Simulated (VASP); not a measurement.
**HfO2: single point with r2SCAN**

Crystal: HfO2.

```
Hf O
1.0
     4.98335    0.00000    0.00000
     0.00000    4.98335    0.00000
     0.00000    0.00000    3.12374
Hf O
2 4
Direct
  0.00000 0.00000 0.00000
  0.50000 0.50000 0.50000
  0.19492 0.80508 0.50000
  0.30508 0.30508 0.00000
  0.69492 0.69492 0.00000
  0.80508 0.19492 0.50000
```

This cell differs from its parent crystal: strain +0.030 along x and y, -0.030 along z.

```yaml
Program: VASP 6.6.1
Task: single point
Functional: r2SCAN
Potentials_or_basis: VASP PAW PBE potentials, release 64 (Hf_pv, O)
Cutoff: 520 eV
k_mesh: 6 × 6 × 8
Occupations: gaussian, width 0.05 eV
Spin: no spin polarisation
Dipole_correction: no
Further_INCAR_settings: ALGO = Normal; EDIFF = 1e-06; NBANDS = 31
```

The pressure is -6.5 GPa, the largest force is 0.053 eV/Å and the band gap on the k mesh is 4.33 eV.

Forces on the atoms (eV/Å):
```
Hf   0.000  0.000  0.000
Hf   0.000  0.000  0.000
O    0.037 -0.037  0.000
O   -0.037 -0.037  0.000
O    0.037  0.037  0.000
O   -0.037  0.037  0.000
```

Stress tensor (GPa, compression positive):
```
-11.56   0.00   0.00
  0.00 -11.56   0.00
  0.00   0.00   3.57
```

Levels at points of the mesh, in eV from the valence-band top:
```
           k point  band 19  band 20  band 21  band 22  band 23  band 24  band 25  band 26
(0.00, 0.00, 0.00)    -0.62    -0.54    -0.54     0.00     4.33     4.65     5.75     6.24
(0.50, 0.00, 0.00)    -1.19    -1.19    -0.62    -0.62     5.03     5.03     6.74     6.74
(0.50, 0.50, 0.00)    -0.96    -0.96    -0.95    -0.95     4.49     4.49     6.28     6.28
(0.00, 0.00, 0.50)    -1.79    -1.79    -1.00    -1.00     5.90     5.90     6.26     6.26
(0.50, 0.00, 0.50)    -1.72    -1.72    -0.88    -0.88     4.61     4.61     6.91     6.91
(0.50, 0.50, 0.50)    -0.99    -0.99    -0.53    -0.53     5.55     5.55     6.03     6.03
```

Wall time 2.7 min on 1 thread of Intel(R) Xeon(R) 6975P-C (Granite Rapids), with other jobs on the host, peak memory 0.25 GiB.

Caveat: the cell differs from its parent crystal (strain +0.030 along x and y, -0.030 along z); the stress differs along the axes, from -12 to 4 GPa; the PAW data sets were made with another functional, which shifts forces and pressure a little; spin-orbit coupling is left out, which moves the levels of the heavy elements. A k mesh can miss the band edges.
